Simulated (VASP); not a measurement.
# CoSn (P6/mmm) in VASP: notebook

CoSn is run at these levels: PBE; tasks: single point, relaxation of cell and atoms.

Program: VASP 6.6.1. These are calculated values, not measurements. Logs are shortened: lines on timing, memory, paths and dates and some standing lists are left out, and cuts for length are marked.

**1. The cell of the first run**

It takes space group P6/mmm (No. 191, hexagonal). The conventional cell has a = 5.297 Å, b = 5.297 Å, c = 4.230 Å, α = 90.00°, β = 90.00°, γ = 120.00°. Within 3.4 Å of Co (site symmetry mmm) lie 6 Sn at 2.61 to 2.65 Å and 4 Co at 2.65 Å. Sn (site symmetry -6m2) has 6 Co at 2.61 Å and 3 Sn at 3.06 Å within 3.4 Å. Within 3.5 Å of Sn (site symmetry 6/mmm) lie 6 Co at 2.65 Å.

**2. Single point, PBE**

Contents of INCAR:

```
SYSTEM = CoSn
  PREC = Accurate
  ENCUT = 520
  EDIFF = 1E-7
  ISMEAR = 0
  SIGMA = 0.1
  LREAL = .FALSE.
  LASPH = .TRUE.
  NELM = 100
  ALGO = Normal
  ISIF = 2
  LWAVE = .FALSE.
  LCHARG = .FALSE.
  GGA = PE
  NBANDS = 44
```

Contents of KPOINTS:

```
Automatic mesh
0
G
  9 9 8
  0 0 0
```

Contents of POSCAR:

```
CoSn
1.0
    5.2966106598      0.0000000000      0.0000000000
   -2.6483053299      4.5869993854      0.0000000000
    0.0000000000      0.0000000000      4.2302439068
Co Sn
3 3
Direct
    0.0000000000      0.5000000000      0.0000000000
    0.5000000000      0.5000000000      0.0000000000
    0.5000000000      0.0000000000      0.0000000000
    0.6666666667      0.3333333333      0.5000000000
    0.3333333333      0.6666666667      0.5000000000
    0.0000000000      0.0000000000      0.0000000000
```

Potentials or basis: VASP PAW PBE potentials, release 64 (Co, Sn_d).

Run with:

```console
$ cat potpaw_PBE.64/Co/POTCAR potpaw_PBE.64/Sn_d/POTCAR > POTCAR
$ mpirun -np 1 vasp_std > vasp.out
```

OUTCAR:

```text
SYSTEM = CoSn
   PREC = Accurate
   ENCUT = 520
   EDIFF = 1E-7
   ISMEAR = 0
   LREAL = .FALSE.
   LASPH = .TRUE.
   NELM = 100
   ISIF = 2
   GGA = PE

 ion  position               nearest neighbor table
   1  0.000  0.500  0.000-   4 2.61   5 2.61   4 2.61   5 2.61   2 2.65   2 2.65   6 2.65   6 2.65
                             3 2.65   3 2.65
   2  0.500  0.500  0.000-   4 2.61   5 2.61   4 2.61   5 2.61   1 2.65   1 2.65   6 2.65   3 2.65
                             3 2.65   6 2.65
   3  0.500  0.000  0.000-   4 2.61   5 2.61   4 2.61   5 2.61   6 2.65   6 2.65   1 2.65   2 2.65
                             2 2.65   1 2.65
   4  0.667  0.333  0.500-   1 2.61   1 2.61   3 2.61   3 2.61   2 2.61   2 2.61   5 3.06   5 3.06
                             5 3.06   6 3.72   6 3.72   6 3.72   6 3.72   6 3.72   6 3.72
   5  0.333  0.667  0.500-   1 2.61   1 2.61   3 2.61   3 2.61   2 2.61   2 2.61   4 3.06   4 3.06
                             4 3.06   6 3.72   6 3.72   6 3.72   6 3.72   6 3.72   6 3.72
   6  0.000  0.000  0.000-   3 2.65   3 2.65   1 2.65   1 2.65   2 2.65   2 2.65   5 3.72   4 3.72
                             5 3.72   4 3.72   4 3.72   5 3.72   5 3.72   4 3.72   5 3.72   5 3.72

  LATTYP: Found a hexagonal cell.
 ALAT       =     5.2966106598
 C/A-ratio  =     0.7986699757

  Lattice vectors:

 A1 = (   5.2966106598,   0.0000000000,   0.0000000000)
 A2 = (  -2.6483053299,   4.5869993854,   0.0000000000)
 A3 = (   0.0000000000,   0.0000000000,   4.2302439068)

Analysis of symmetry for initial positions (statically):
=====================================================================
 Subroutine PRICEL returns:
 Original cell was already a primitive cell.

 Routine SETGRP: Setting up the symmetry group for a
 hexagonal supercell.

 Subroutine GETGRP returns: Found 24 space group operations
 (whereof 24 operations were pure point group operations)
 out of a pool of 24 trial point group operations.

The static configuration has the point symmetry D_6h.

Analysis of symmetry for dynamics (positions and initial velocities):
=====================================================================
 Subroutine PRICEL returns:
 Original cell was already a primitive cell.

 Routine SETGRP: Setting up the symmetry group for a
 hexagonal supercell.

 Subroutine GETGRP returns: Found 24 space group operations
 (whereof 24 operations were pure point group operations)
 out of a pool of 24 trial point group operations.

The dynamic configuration has the point symmetry D_6h.
[... 110 lines left out ...]
   NSW    =      0    number of steps for IOM
   IBRION =     -1    ionic relax: 0-MD 1-quasi-New 2-CG
   NFREE  =      0    steps in history (QN), initial steepest desc. (CG)
   ISIF   =      2    stress and relaxation
   ISYM   =      2    0-nonsym 1-usesym 2-fastsym
   POTIM  = 0.5000    time-step for ionic-motion
   TEBEG  =    0.0;   TEEND  =   0.0 temperature during run
   PSTRESS=    0.0 pullay stress
   NELECT =      69.0000    total number of electrons
   NUPDOWN=      -1.0000    fix difference up-down
   EMIN   =  10.00;   EMAX   =-10.00  energy-range for DOS
   EFERMI =   0.00;   METHOD = LEGACY
   ISMEAR =     0;   SIGMA  =   0.10  broadening in eV -4-tet -1-fermi 0-gaus
   EFERMI_NEDOS =   21; number of points for ismear=-14 and -15
   IALGO  =     38    algorithm
   IMIX   =      4    mixing-type and parameters
     AMIX     =   0.40;   BMIX     =  1.00
     AMIX_MAG =   1.60;   BMIX_MAG =  1.00
  volume/ion in A,a.u.               =      17.13       115.59
  Fermi-wavevector in a.u.,A,eV,Ry     =   1.433487  2.708898 27.958415  2.054886
  Thomas-Fermi vector in A             =   2.553000
   LORBIT       =      0    0 simple, 1 ext, 2 COOP (PROOUT), +10 PAW based schemes
   GGA     = PE    functional components
   LHFCALC =     F    Hartree Fock is set to
   AEXX    =    0.0000 exact exchange contribution
   IVDW    =     0    specifies the selected vdW correction
   LEPSILON=     F    determine dielectric tensor
   LRPA    =     F    only Hartree local field effects (RPA)
 non-spin polarized calculation
 Gauss-broadening in eV      SIGMA  =   0.10
  energy-cutoff  :      520.00
  volume of cell :      102.78
 maximum number of plane-waves:      2802
 NGX is ok and might be reduce to    40
   NGX = 19   NGY = 19   NGZ = 15

 number of electron      69.0000014 magnetization

 Free energy of the ion-electron system (eV)
  ---------------------------------------------------
  ext. energy  EPLUGINS =         0.00000000
  ---------------------------------------------------
  free energy    TOTEN  =       -33.25995188 eV

  energy without entropy =      -33.24750115  energy(sigma->0) =      -33.25372651

 E-fermi :   9.7418     XC(G=0): -11.7042

 val. band max:        9.7281831079   @ k =   0.3333  -0.0000   0.1250
 cond. band min:       9.7420237606   @ k =   0.1111  -0.0000   0.5000
 fundamental gap:      0.0138406527
 Fermi energy:         9.7417535855

 k-point     1 :       0.0000    0.0000    0.0000
  band No.  band energies     occupation
      1     -11.7612      2.00000
      2     -11.6489      2.00000
      3     -11.6489      2.00000
      4     -11.6162      2.00000
      5     -11.6162      2.00000
      6     -11.5180      2.00000
[... 1117 lines left out ...]
     43      16.2092      0.00000
     44      16.3354      0.00000

 [... further k-points ...]

------------------------ aborting loop because EDIFF is reached ----------------------------------------

  FORCE on cell =-STRESS in cart. coord.  units (eV):
  Direction    XX          YY          ZZ          XY          YZ          ZX
  --------------------------------------------------------------------------------------
  -------------------------------------------------------------------------------------
  Total       -0.0449068     -0.0449068     -0.0894101      0.0000000      0.0000000      0.0000000
  in kB       -0.7000523     -0.7000523     -1.3938139      0.0000000      0.0000000      0.0000000
  external PRESSURE =      -0.9313061 kB  Pullay stress =       0.0000000 kB

 VOLUME and BASIS-vectors are now :
 -----------------------------------------------------------------------------
  energy-cutoff  :      520.00
  volume of cell :      102.78
      direct lattice vectors                 reciprocal lattice vectors
     5.296610660  0.000000000  0.000000000     0.188799983  0.109003721  0.000000000
    -2.648305330  4.586999385  0.000000000     0.000000000  0.218007441  0.000000000
     0.000000000  0.000000000  4.230243907     0.000000000  0.000000000  0.236392989

 POSITION                                       TOTAL-FORCE (eV/Angst)
 -----------------------------------------------------------------------------------
     -1.32415      2.29350      0.00000         0.000000      0.000000      0.000000
      1.32415      2.29350      0.00000         0.000000      0.000000      0.000000
      2.64831      0.00000      0.00000         0.000000      0.000000      0.000000
      2.64831      1.52900      2.11512        -0.000000      0.000000     -0.000000
     -0.00000      3.05800      2.11512         0.000000     -0.000000      0.000000
      0.00000      0.00000      0.00000         0.000000      0.000000      0.000000
 -----------------------------------------------------------------------------------
    total drift:                               -0.000000      0.000000     -0.000000

  FREE ENERGIE OF THE ION-ELECTRON SYSTEM (eV)
  ---------------------------------------------------
  free  energy   TOTEN  =       -33.2599518765 eV

  energy  without entropy=      -33.2475011452  energy(sigma->0) =      -33.25372651
```

OSZICAR:

```text
N       E                     dE             d eps       ncg     rms          rms(c)
DAV:   1     0.695901558372E+03    0.69590E+03   -0.31314E+04  5328   0.247E+03
DAV:   2     0.737908013492E+02   -0.62211E+03   -0.60294E+03  5280   0.606E+02
DAV:   3    -0.301112338591E+02   -0.10390E+03   -0.10079E+03  5372   0.224E+02
DAV:   4    -0.356356363229E+02   -0.55244E+01   -0.54758E+01  6012   0.574E+01
DAV:   5    -0.358038377537E+02   -0.16820E+00   -0.16811E+00  7088   0.923E+00    0.144E+01
DAV:   6    -0.375710065941E+02   -0.17672E+01   -0.26953E+01  6096   0.514E+01    0.161E+01
DAV:   7    -0.334722962715E+02    0.40987E+01   -0.15675E+01  6040   0.394E+01    0.472E+00
DAV:   8    -0.332798855620E+02    0.19241E+00   -0.13626E+00  5732   0.797E+00    0.131E+00
DAV:   9    -0.332611350989E+02    0.18750E-01   -0.13985E-01  6140   0.401E+00    0.415E-01
DAV:  10    -0.332605050046E+02    0.63009E-03   -0.13204E-02  5852   0.950E-01    0.251E-01
DAV:  11    -0.332598735846E+02    0.63142E-03   -0.13287E-03  6496   0.338E-01    0.829E-02
DAV:  12    -0.332599492233E+02   -0.75639E-04   -0.26503E-04  6316   0.111E-01    0.246E-02
DAV:  13    -0.332599531283E+02   -0.39050E-05   -0.24302E-05  6316   0.463E-02    0.898E-03
DAV:  14    -0.332599525412E+02    0.58710E-06   -0.33352E-06  5768   0.133E-02    0.241E-03
DAV:  15    -0.332599519273E+02    0.61389E-06   -0.61640E-07  5704   0.656E-03    0.108E-03
DAV:  16    -0.332599518765E+02    0.50794E-07   -0.59848E-08  3220   0.231E-03
   1 F= -.33259952E+02 E0= -.33253727E+02  d E =-.124507E-01
```

stdout:

```text
POSCAR found type information on POSCAR CoSn
 POSCAR found :  2 types and       6 ions
 scaLAPACK will be used
 LDA part: xc-table for (Slater+PW92), standard interpolation
 POSCAR, INCAR and KPOINTS ok, starting setup
 FFT: planning ... GRIDC
 FFT: planning ... GRID_SOFT
 FFT: planning ... GRID
 WAVECAR not read
 entering main loop
```

Wall time 1.9 min (1 thread of Intel Xeon 6975P-C (Granite Rapids), shared host); peak memory 0.35 GiB.

Results:

| Quantity | Value |
| --- | --- |
| Free energy | -33.2600 eV |
| Pressure | -0.1 GPa |

Caveat: spin-orbit coupling is left out, which moves the levels of the heavy elements.

**3. Relaxation of cell and atoms, PBE**

This run uses another cell than the first one, of 16.63 Å³/atom, 0.971 times its volume.

Contents of INCAR:

```
SYSTEM = CoSn
PREC = Accurate
ENCUT = 600
EDIFF = 1E-7
ISMEAR = 0
SIGMA = 0.1
LREAL = .FALSE.
LASPH = .TRUE.
NELM = 100
ALGO = Normal
ISIF = 3
LWAVE = .FALSE.
LCHARG = .FALSE.
GGA = PE
IBRION = 2
NSW = 100
EDIFFG = -0.005
```

KPOINTS is that of step 2.

Contents of POSCAR:

```
CoSn
1.0
    5.2460399276      0.0000000000      0.0000000000
   -2.6230199638      4.5432038466      0.0000000000
    0.0000000000      0.0000000000      4.1875903000
Co Sn
3 3
Direct
    0.0000000000      0.5000000000      0.0000000000
    0.5000000000      0.5000000000      0.0000000000
    0.5000000000      0.0000000000      0.0000000000
    0.6666666700      0.3333333300      0.5000000000
    0.3333333300      0.6666666700      0.5000000000
    0.0000000000      0.0000000000      0.0000000000
```

Potentials or basis: VASP PAW PBE potentials, release 64 (Co, Sn_d).

Run with:

```console
$ cat potpaw_PBE.64/Co/POTCAR potpaw_PBE.64/Sn_d/POTCAR > POTCAR
$ mpirun -np 1 vasp_std > vasp.out
```

It took 6.6 min on 1 thread of Intel Xeon 6975P-C (Granite Rapids), shared host; peak memory 0.41 GiB.

The run converged. Its results:

- Free energy: -33.2587 eV
- Relaxed volume: 17.12 Å³/atom
- Relaxed cell: a = 5.296 Å, b = 5.296 Å, c = 4.228 Å, α = 90.00°, β = 90.00°, γ = 120.00°
- Space group after relaxing (to 0.05 Å): P6/mmm (No. 191)
- Energy gained by relaxing: 5.7 meV/atom
- Ionic steps: 3
- Pressure after relaxing: 0.0 GPa

The path:
| step | energy change (eV) | largest force (eV/Å) | pressure (GPa) | volume (Å³) |
| --- | --- | --- | --- | --- |
| 1 | 0.0000 | 0.0000 | 3.91 | 99.81 |
| 2 | 0.0008 | 0.0000 | -3.50 | 105.79 |
| 3 | -0.0343 | 0.0000 | 0.00 | 102.70 |

Final structure:
```
Co Sn
1.0
     5.29612    0.00000    0.00000
    -2.64806    4.58657    0.00000
     0.00000    0.00000    4.22803
Co Sn
3 3
Direct
  0.00000 0.50000 0.00000
  0.50000 0.50000 0.00000
  0.50000 0.00000 0.00000
  0.66667 0.33333 0.50000
  0.33333 0.66667 0.50000
  0.00000 0.00000 0.00000
```

Levels at points of the mesh, in eV from the Fermi level:
```
           k point  band 32  band 33  band 34  band 35  band 36  band 37
(0.00, 0.00, 0.00)    -0.42    -0.39    -0.39     0.52     0.60     1.36
(0.00, 0.00, 0.50)    -0.48    -0.47    -0.47    -0.38    -0.38    -0.11
```

Caveat: spin-orbit coupling is left out, which moves the levels of the heavy elements. Spin polarisation is off, so any magnetic state and its effect on volume and gap are missing.

[end of part 1 of 2]
